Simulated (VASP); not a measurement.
Write the native input for VASP 6.6.1 that does the following.

| Quantity | Value |
| --- | --- |
| Task | single point |
| Functional | r2SCAN |
| Potentials or basis | VASP PAW PBE potentials, release 64 (Nb_sv) |
| Cutoff | 520 eV |
| k mesh | 9 × 10 × 10 |
| Occupations | fermi-dirac, width 0.05 eV |
| Spin | no spin polarisation |
| Dipole correction | no |
| Further INCAR settings | ALGO = Normal; EDIFF = 1e-06; NBANDS = 12 |

The system is Nb.

```
CELL_PARAMETERS angstrom
-0.04103 2.19338 2.10885
2.04640 0.04981 2.01800
2.12625 2.18239 -0.03004
ATOMIC_POSITIONS crystal
Nb 0.03008 0.99603 0.99978
```

One way to write it, as run:

POSCAR

```
Nb
1.0
   -0.0410340000      2.1933810000      2.1088490000
    2.0464000000      0.0498140000      2.0180000000
    2.1262530000      2.1823850000     -0.0300390000
Nb
1
Direct
    0.0300770000     -0.0039730000     -0.0002200000
```

INCAR.step1

```
PREC = Accurate
ENCUT = 520
ISMEAR = -1
SIGMA = 0.05
LREAL = False
LASPH = True
NELM = 60
NBANDS = 12
GGA = PE
ALGO = Normal
EDIFF = 1E-4
LWAVE = True
LCHARG = False
```

INCAR.step2

```
PREC = Accurate
ENCUT = 520
EDIFF = 1E-6
ISMEAR = -1
SIGMA = 0.05
LREAL = False
LASPH = True
NELM = 60
ALGO = Normal
ISIF = 2
LWAVE = False
LCHARG = False
METAGGA = R2SCAN
LMIXTAU = True
NBANDS = 12
ISTART = 1
```

KPOINTS

```
Automatic mesh
0
Gamma
  9 10 10
```

Potentials or basis: VASP PAW PBE potentials, release 64 (Nb_sv).

The run is started by

```bash
$ cat potpaw_PBE.64/Nb_sv/POTCAR > POTCAR
$ cp INCAR.step1 INCAR
$ mpirun -np 1 vasp_std > vasp.out
$ cp INCAR.step2 INCAR
$ mpirun -np 1 vasp_std > vasp.out
```

Results of the run:

```
Pressure               : -2.8 GPa
Band gap on the k mesh : zero (an odd number of electrons rules out a gap without spin polarisation)
```

Caveat: the stress differs along the axes, from -7 to 2 GPa; the PAW data sets were made with another functional, which shifts forces and pressure a little.

It took 5.6 min on 1 thread of AMD EPYC 7R13 Processor (Zen 3), on a shared host, peak memory 0.19 GiB.
